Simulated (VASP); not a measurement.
# La2LuN3 (P-3m1) in VASP: single point with PBE

Aim: the single point of La2LuN3 with PBE.

All numbers are computed with VASP 6.6.1; they aren't measurements. Logs are shortened: lines on timing, memory, paths and dates and some standing lists are left out, and cuts for length are marked.

### 1 The cell of the first run

The structure is trigonal, space group P-3m1 (No. 164). Conventional cell: a = 3.619 Å, b = 3.619 Å, c = 8.938 Å, α = 90.00°, β = 90.00°, γ = 120.00°. Within 3.4 Å of La (site symmetry 3m) lie 6 N at 2.61 to 2.62 Å. Lu (site symmetry -3m) has 6 N at 2.48 Å within 3.3 Å. N (site symmetry -3m) has 6 La at 2.62 Å and 12 N at 3.62 to 3.77 Å within 3.8 Å. N (site symmetry 3m) has 3 Lu at 2.48 Å and 3 La at 2.61 Å and 3 N at 3.39 Å within 3.4 Å.

### 2 Single point, PBE

Contents of POSCAR:

```
La2LuN3
1.0
    3.6185177276      0.0000000289      0.0000000000
   -1.8092588888      3.1337282617      0.0000000000
    0.0000000000      0.0000000000      8.9379348000
La Lu N
2 1 3
Direct
    0.3333333333      0.6666666667      0.6760740000
    0.6666666667      0.3333333333      0.3239260000
    0.0000000000      0.0000000000      0.0000000000
    0.0000000000      0.0000000000      0.5000000000
    0.3333333333      0.6666666667      0.1489960000
    0.6666666667      0.3333333333      0.8510040000
```

Contents of INCAR.step1:

```
PREC = Accurate ; ENCUT = 520
EDIFF = 1E-7 ; ISMEAR = 0
SIGMA = 0.01 ; LREAL = False
LASPH = True ; NELM = 100
ALGO = Normal ; ISIF = 2
LWAVE = False ; LCHARG = True
LMAXMIX = 6 ; GGA = PE
NBANDS = 40
```

Contents of KPOINTS.step1:

```
Automatic mesh
0
Gamma
  12 12 4
```

Contents of INCAR.step2:

```
PREC = Accurate ; ENCUT = 520
EDIFF = 1E-7 ; ISMEAR = -5
SIGMA = 0.01 ; LREAL = False
LASPH = True ; NELM = 100
ALGO = Normal ; ISIF = 2
LWAVE = False ; LCHARG = False
LMAXMIX = 6 ; GGA = PE
LORBIT = 11 ; NEDOS = 1001
ICHARG = 11
```

Contents of KPOINTS.step2:

```
Automatic mesh
0
Gamma
  18 18 6
```

Potentials or basis: VASP PAW PBE potentials, release 64 (La, Lu, N).

The run is started by

```bash
cat potpaw_PBE.64/La/POTCAR potpaw_PBE.64/Lu/POTCAR potpaw_PBE.64/N/POTCAR > POTCAR
cp INCAR.step1 INCAR
cp KPOINTS.step1 KPOINTS
mpirun -np 1 vasp_std > vasp.out
cp INCAR.step2 INCAR
cp KPOINTS.step2 KPOINTS
mpirun -np 1 vasp_std > vasp.out
```

OUTCAR:

```text
PREC = Accurate
   ENCUT = 520
   EDIFF = 1E-7
   ISMEAR = -5
   LREAL = False
   LASPH = True
   NELM = 100
   ISIF = 2
   GGA = PE
   LORBIT = 11
   ICHARG = 11

 ion  position               nearest neighbor table
   1  0.333  0.667  0.676-   6 2.61   6 2.61   6 2.61   4 2.62   4 2.62   4 2.62   3 3.57   3 3.57
                             3 3.57
   2  0.667  0.333  0.324-   5 2.61   5 2.61   5 2.61   4 2.62   4 2.62   4 2.62   3 3.57   3 3.57
                             3 3.57
   3  0.000  0.000  0.000-   5 2.48   6 2.48   5 2.48   6 2.48   6 2.48   5 2.48   1 3.57   2 3.57
                             1 3.57   2 3.57   1 3.57   2 3.57
   4  0.000  0.000  0.500-   1 2.62   2 2.62   1 2.62   2 2.62   2 2.62   1 2.62
   5  0.333  0.667  0.149-   3 2.48   3 2.48   3 2.48   2 2.61   2 2.61   2 2.61
   6  0.667  0.333  0.851-   3 2.48   3 2.48   3 2.48   1 2.61   1 2.61   1 2.61

  LATTYP: Found a hexagonal cell.
 ALAT       =     3.6185177276
 C/A-ratio  =     2.4700541694

  Lattice vectors:

 A1 = (   3.6185177276,   0.0000000289,   0.0000000000)
 A2 = (  -1.8092588888,   3.1337282617,   0.0000000000)
 A3 = (   0.0000000000,   0.0000000000,   8.9379348000)

Analysis of symmetry for initial positions (statically):
=====================================================================
 Subroutine PRICEL returns:
 Original cell was already a primitive cell.

 Routine SETGRP: Setting up the symmetry group for a
 hexagonal supercell.

 Subroutine GETGRP returns: Found 12 space group operations
 (whereof 12 operations were pure point group operations)
 out of a pool of 24 trial point group operations.

The static configuration has the point symmetry D_3d.

Analysis of symmetry for dynamics (positions and initial velocities):
=====================================================================
 Subroutine PRICEL returns:
 Original cell was already a primitive cell.

 Routine SETGRP: Setting up the symmetry group for a
 hexagonal supercell.

 Subroutine GETGRP returns: Found 12 space group operations
 (whereof 12 operations were pure point group operations)
 out of a pool of 24 trial point group operations.

The dynamic configuration has the point symmetry D_3d.

 Subroutine INISYM returns: Found 12 space group operations
 (whereof 12 operations are pure point group operations),
 and found     1 'primitive' translations

----------------------------------------------------------------------------------------

                                     Primitive cell

  volume of cell :     101.3513

  direct lattice vectors                    reciprocal lattice vectors
     3.618517728  0.000000029  0.000000000     0.276356252  0.159554359  0.000000000
    -1.809258889  3.133728262  0.000000000    -0.000000003  0.319108714  0.000000000
     0.000000000  0.000000000  8.937934800     0.000000000  0.000000000  0.111882669

  length of vectors
     3.618517728  3.618517728  8.937934800     0.319108714  0.319108714  0.111882669

  position of ions in fractional coordinates (direct lattice)
     0.333333333  0.666666667  0.676074000
     0.666666667  0.333333333  0.323926000
     0.000000000  0.000000000  0.000000000
     0.000000000  0.000000000  0.500000000
     0.333333333  0.666666667  0.148996000
     0.666666667  0.333333333  0.851004000

  ion indices of the primitive-cell ions
   primitive index   ion index
                 1           1
                 2           2
                 3           3
                 4           4
                 5           5
                 6           6

----------------------------------------------------------------------------------------

 KPOINTS: Automatic mesh

Automatic generation of k-mesh.
 Grid dimensions read from file:
 generate k-points for:   18   18    6

 Generating k-lattice:

  Cartesian coordinates                     Fractional coordinates (reciprocal lattice)
     0.015353125  0.008864131  0.000000000     0.055555556 -0.000000000  0.000000000
    -0.000000000  0.017728262  0.000000000     0.000000000  0.055555556  0.000000000
     0.000000000  0.000000000  0.018647111     0.000000000  0.000000000  0.166666667

  Length of vectors
     0.017728262  0.017728262  0.018647111

  Shift w.r.t. Gamma in fractional coordinates (k-lattice)
     0.000000000  0.000000000  0.000000000

 TETIRR: Found   2825 inequivalent tetrahedra from    11664

 Subroutine IBZKPT returns following result:
 ===========================================

 Found    202 irreducible k-points:

 Following reciprocal coordinates:
            Coordinates               Weight
  0.000000  0.000000  0.000000      1.000000
  0.055556 -0.000000  0.000000      6.000000
  0.111111 -0.000000  0.000000      6.000000
  0.166667 -0.000000  0.000000      6.000000
  0.222222 -0.000000  0.000000      6.000000
  0.277778 -0.000000  0.000000      6.000000
[... 16 lines left out ...]
  0.333333  0.111111  0.000000     12.000000
  0.388889  0.111111  0.000000     12.000000
 [... further k-points ...]
   k-points           NKPTS =    202   k-points in BZ     NKDIM =    202   number of bands    NBANDS=     37
   number of dos      NEDOS =   1001   number of ions     NIONS =      6
   total plane-waves  NPLWV =  54880
   dimension x,y,z NGX =    28 NGY =   28 NGZ =   70
   dimension x,y,z NGXF=    56 NGYF=   56 NGZF=  140
   ions per type =               2   1   3
   NGX,Y,Z   is equivalent  to a cutoff of  12.86, 12.86, 13.02 a.u.
   NGXF,Y,Z  is equivalent  to a cutoff of  25.73, 25.73, 26.04 a.u.
 SYSTEM =  unknown system
   PREC   = accura    normal or accurate (medium, high low for compatibility)
   ISTART =      0    job   : 0-new  1-cont  2-samecut
   ICHARG =     11    charge: 1-file 2-atom 10-const
   ISPIN  =      1    spin polarized calculation?
   LNONCOLLINEAR =      F non collinear calculations
   LSORBIT =      F    spin-orbit coupling
   LASPH  =      T    aspherical Exc in radial PAW
   ENCUT  =  520.0 eV  38.22 Ry    6.18 a.u.   6.73  6.73 16.62*2*pi/ulx,y,z
   NELM   =    100;   NELMIN=  2; NELMDL=  0     # of ELM steps
   EDIFF  = 0.1E-06   stopping-criterion for ELM
   LREAL  =      F    real-space projection
   EDIFFG = 0.1E-05   stopping-criterion for IOM
   NSW    =      0    number of steps for IOM
   IBRION =     -1    ionic relax: 0-MD 1-quasi-New 2-CG
   NFREE  =      0    steps in history (QN), initial steepest desc. (CG)
   ISIF   =      2    stress and relaxation
   ISYM   =      2    0-nonsym 1-usesym 2-fastsym
   POTIM  = 0.5000    time-step for ionic-motion
   TEBEG  =    0.0;   TEEND  =   0.0 temperature during run
   PSTRESS=    0.0 pullay stress
   NELECT =      62.0000    total number of electrons
   NUPDOWN=      -1.0000    fix difference up-down
   EMIN   =  10.00;   EMAX   =-10.00  energy-range for DOS
   EFERMI =   0.00;   METHOD = LEGACY
   ISMEAR =    -5;   SIGMA  =   0.01  broadening in eV -4-tet -1-fermi 0-gaus
   EFERMI_NEDOS =   21; number of points for ismear=-14 and -15
   IALGO  =     38    algorithm
   IMIX   =      4    mixing-type and parameters
     AMIX     =   0.40;   BMIX     =  1.00
     AMIX_MAG =   1.60;   BMIX_MAG =  1.00
  volume/ion in A,a.u.               =      16.89       113.99
  Fermi-wavevector in a.u.,A,eV,Ry     =   1.389725  2.626200 26.277430  1.931337
  Thomas-Fermi vector in A             =   2.513729
   LORBIT       =     11    0 simple, 1 ext, 2 COOP (PROOUT), +10 PAW based schemes
   GGA     = PE    functional components
   LHFCALC =     F    Hartree Fock is set to
   AEXX    =    0.0000 exact exchange contribution
   IVDW    =     0    specifies the selected vdW correction
   LEPSILON=     F    determine dielectric tensor
   LRPA    =     F    only Hartree local field effects (RPA)
 non-spin polarized calculation
 Fermi weights with tetrahedron method with Bloechl corrections
  energy-cutoff  :      520.00
  volume of cell :      101.35
 maximum number of plane-waves:      2758

 number of electron      61.9999995 magnetization

 Free energy of the ion-electron system (eV)
  ---------------------------------------------------
  ext. energy  EPLUGINS =         0.00000000
  ---------------------------------------------------
  free energy    TOTEN  =       -47.70179125 eV

  energy without entropy =      -47.70179125  energy(sigma->0) =      -47.70179125

 E-fermi :   6.4680     XC(G=0): -11.1493

 val. band max:        6.4581451961   @ k =   0.0000   0.0000   0.0000
 cond. band min:       6.6955834061   @ k =   0.5000  -0.0000   0.0000
 fundamental gap:      0.2374382099
 Fermi energy:         6.4679519982

 k-point     1 :       0.0000    0.0000    0.0000
  band No.  band energies     occupation
      1     -48.0117      2.00000
      2     -24.3992      2.00000
      3     -24.2916      2.00000
      4     -18.8386      2.00000
      5     -18.5497      2.00000
      6     -18.5497      2.00000
[... 29 lines left out ...]
     36       9.7637      0.00000
     37      10.4079      0.00000

 k-point     2 :       0.0556   -0.0000    0.0000
  band No.  band energies     occupation
      1     -48.0114      2.00000
      2     -24.3920      2.00000
      3     -24.2857      2.00000
      4     -18.8367      2.00000
      5     -18.5591      2.00000
      6     -18.5517      2.00000
[... 29 lines left out ...]
     36       9.8711      0.00000
     37      10.3851      0.00000
[... 838 lines left out ...]
     36      10.4706      0.00000
     37      10.5149      0.00000

 k-point    24 :       0.3889    0.1111    0.0000
  band No.  band energies     occupation
      1     -48.0007      2.00000
      2     -24.1372      2.00000
      3     -24.1028      2.00000
      4     -18.8329      2.00000
      5     -18.7739      2.00000
      6     -18.6355      2.00000
[... 29 lines left out ...]
     36      10.4568      0.00000
     37      10.5103      0.00000

 [... further k-points ...]

------------------------ aborting loop because EDIFF is reached ----------------------------------------

  FORCE on cell =-STRESS in cart. coord.  units (eV):
  Direction    XX          YY          ZZ          XY          YZ          ZX
  --------------------------------------------------------------------------------------
  -------------------------------------------------------------------------------------
  Total       -0.0263189     -0.0263189     -0.0648341     -0.0000000      0.0000000     -0.0000000
  in kB       -0.4160541     -0.4160541     -1.0249085     -0.0000000      0.0000000     -0.0000000
  external PRESSURE =      -0.6190056 kB  Pullay stress =       0.0000000 kB

 VOLUME and BASIS-vectors are now :
 -----------------------------------------------------------------------------
  energy-cutoff  :      520.00
  volume of cell :      101.35
      direct lattice vectors                 reciprocal lattice vectors
     3.618517728  0.000000029  0.000000000     0.276356252  0.159554359  0.000000000
    -1.809258889  3.133728262  0.000000000    -0.000000003  0.319108714  0.000000000
     0.000000000  0.000000000  8.937934800     0.000000000  0.000000000  0.111882669

 POSITION                                       TOTAL-FORCE (eV/Angst)
 -----------------------------------------------------------------------------------
     -0.00000      2.08915      6.04271         0.000000     -0.000000     -0.014074
      1.80926      1.04458      2.89523        -0.000000      0.000000      0.014074
      0.00000      0.00000      0.00000        -0.000000     -0.000000      0.000000
      0.00000      0.00000      4.46897        -0.000000     -0.000000      0.000000
     -0.00000      2.08915      1.33172         0.000000     -0.000000      0.045632
      1.80926      1.04458      7.60622        -0.000000      0.000000     -0.045632
 -----------------------------------------------------------------------------------
    total drift:                               -0.000000      0.000000      0.000000

  FREE ENERGIE OF THE ION-ELECTRON SYSTEM (eV)
  ---------------------------------------------------
  free  energy   TOTEN  =       -47.7017912497 eV

  energy  without entropy=      -47.7017912497  energy(sigma->0) =      -47.70179125

 total charge

# of ion       s       p       d       f       tot
--------------------------------------------------
    1        2.029   5.694   0.721   0.196   8.640
    2        2.029   5.694   0.721   0.196   8.640
    3        2.222   6.109   0.796  14.026  23.154
    4        1.262   2.353   0.000   0.000   3.615
    5        1.250   2.364   0.000   0.000   3.614
    6        1.250   2.364   0.000   0.000   3.614
--------------------------------------------------
tot         10.041  24.579   2.239  14.418  51.277
```

Wall time 43 min (1 thread of Intel Xeon 8259CL, shared host); peak memory 0.84 GiB.

Results:

* Valence electrons inside the program's atomic spheres: La 8.64; Lu 23.15; N 3.62, 3.61 (each value once)

Caveat: spin-orbit coupling is left out, which moves the levels of the heavy elements.
